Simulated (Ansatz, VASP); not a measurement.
One calculation of Pb, two programs

```
Pb
1.0
     3.62111    0.00000    0.00000
    -1.81056    3.13597    0.00000
     0.00000    0.00000   11.69893
Pb
4
Direct
  0.00000 0.00000 0.00000
  0.00000 0.00000 0.50000
  0.33333 0.66667 0.25000
  0.66667 0.33333 0.75000
```

Alike in both runs: task single point; functional RPBE; k mesh 11 × 11 × 3; occupations fermi-dirac, width 0.1 eV; no spin polarisation.

|  | VASP | Ansatz |
| --- | --- | --- |
| version | VASP 6.6.1 | Ansatz 0.2.0 |
| potentials or method | VASP PAW PBE potentials, release 64 (Pb_d), cutoff 520 eV | plane waves (420 eV) with PAW, scalar-relativistic |
| valence electrons in the cell | 56 | 56 |

VASP gave:

- pressure (GPa): -0.1
- traceless stress, the component that is largest in VASP (GPa): 0.16

Q: What did Ansatz give for the same quantities?

A: Pressure (GPa): 0.0; traceless stress, the component that is largest in VASP (GPa): 0.16.

VASP's potentials were made for PBE, not for RPBE.

Spin-orbit coupling is off throughout.
